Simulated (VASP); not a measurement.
ScAl3, 16 atoms in the cell. The cell holds an amorphous packing of atoms, 16 atoms: a = 7.028 Å, b = 6.647 Å, c = 6.679 Å, α = 84.44°, β = 90.08°, γ = 86.64°. 

| Quantity | Value |
| --- | --- |
| Program | VASP 6.6.1 |
| Task | single point |
| Functional | PBE |
| Potentials or basis | VASP PAW PBE potentials, release 64 (Sc_sv, Al) |
| Cutoff | 520 eV |
| k mesh | 1 × 1 × 1, shifted |
| Occupations | fermi-dirac, width 0.1801 eV |
| Spin | no spin polarisation |
| Dipole correction | no |
| Further INCAR settings | LREAL = Auto; ALGO = Normal; EDIFF = 1e-06; NBANDS = 54; ISYM = 0 |

Potentials or basis: VASP PAW PBE potentials, release 64 (Sc_sv, Al).

The run is started by

```bash
$ cat potpaw_PBE.64/Sc_sv/POTCAR potpaw_PBE.64/Al/POTCAR > POTCAR
$ mpirun -np 1 vasp_std > vasp.out
```

Hardware: 1 thread of Intel(R) Xeon(R) Platinum 8559C (Emerald Rapids) (shared host).

Q: How long does it take, and how much memory?

A: Wall time 38 s on 1 thread of Intel(R) Xeon(R) Platinum 8559C (Emerald Rapids) (shared host), peak memory 0.33 GiB. Counts: scf iterations 16, k points 1.
